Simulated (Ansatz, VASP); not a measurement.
**One calculation of MgO, two programs**

Contents of POSCAR:

```
MgO
1.0
    0.0000000000      2.2820056624      2.2820056624
    2.2820056624      0.0000000000      2.2820056624
    2.2820056624      2.2820056624      0.0000000000
Mg O
1 1
Direct
    0.0000000000      0.0000000000      0.0000000000
    0.2500000000      0.2500000000      0.2500000000
```

File INCAR.step1:

```
SYSTEM = MgO
  PREC = Accurate
  ENCUT = 520
  EDIFF = 1E-5
  ISMEAR = 0
  SIGMA = 0.01
  LREAL = .False.
  LASPH = .True.
  NELM = 80
  ALGO = Normal
  ISIF = 2
  LWAVE = .True.
  GGA = PE
  NBANDS = 11
```

The input INCAR.step2:

```
SYSTEM = MgO
  PREC = Accurate
  ENCUT = 520
  EDIFF = 1E-7
  ISMEAR = 0
  SIGMA = 0.01
  LREAL = .False.
  LASPH = .True.
  NELM = 80
  ALGO = Normal
  ISIF = 2
  LWAVE = .False.
  LCHARG = .True.
  GGA = PE
  LHFCALC = .True.
  AEXX = 0.2
  HFSCREEN = 0.5
  PRECFOCK = Normal
  LELF = .True.
  LVHAR = .True.
  ISTART = 1
  NBANDS = 11
```

The input KPOINTS:

```
regular mesh
0
Gamma
  4 4 4
  0 0 0
```

Input for Ansatz:

```yaml
crystal:
  lattice:
    - [0.0, 2.2820056624, 2.2820056624]
    - [2.2820056624, 0.0, 2.2820056624]
    - [2.2820056624, 2.2820056624, 0.0]
  atoms:
    - { symbol: Mg, position: [0.0, 0.0, 0.0] }
    - { symbol: O, position: [0.25, 0.25, 0.25] }
kpoints:
  mp_grid: { grid: [4, 4, 4] }
hamiltonian:
  xc: { exchange: pbe, correlation: pbe, exx: { coeff: 0.2, omega: 0.5 } }
scf:
  occupations: { method: fixed }
  n_extra_bands: 4
output:
  forces: true
  stress: true
  eigenvalues: true
```

Alike in both runs: task single point; functional PBE-based screened hybrid; k mesh 4 × 4 × 4; no spin polarisation.

|  | VASP | Ansatz |
| --- | --- | --- |
| version | VASP 6.6.1 | Ansatz 0.2.0 |
| potentials or method | VASP PAW PBE potentials, release 64 (Mg, O) | plane waves |
| plane-wave cutoff (eV) | 520 | 420 |
| occupations | gaussian, width 0.01 eV | fixed |
| valence electrons in the cell | 8 | 16 |

Ansatz gave:

* gap on the k mesh at the Fermi level (eV): 4.43
* pressure (GPa): 1.1

Question: Which values does VASP return?

Answer: gap on the k mesh at the Fermi level (eV): 4.41; pressure (GPa): 1.0.

VASP's potentials were made for PBE, not for PBE-based screened hybrid. VASP's potentials hold 8 valence electrons a cell and Ansatz's 16, so a difference there can come from the potentials and not from the codes. Ansatz's warnings: stress exchange threshold loose, stress scf threshold loose.

The k mesh is coarse, so the values compare programs but aren't converged.
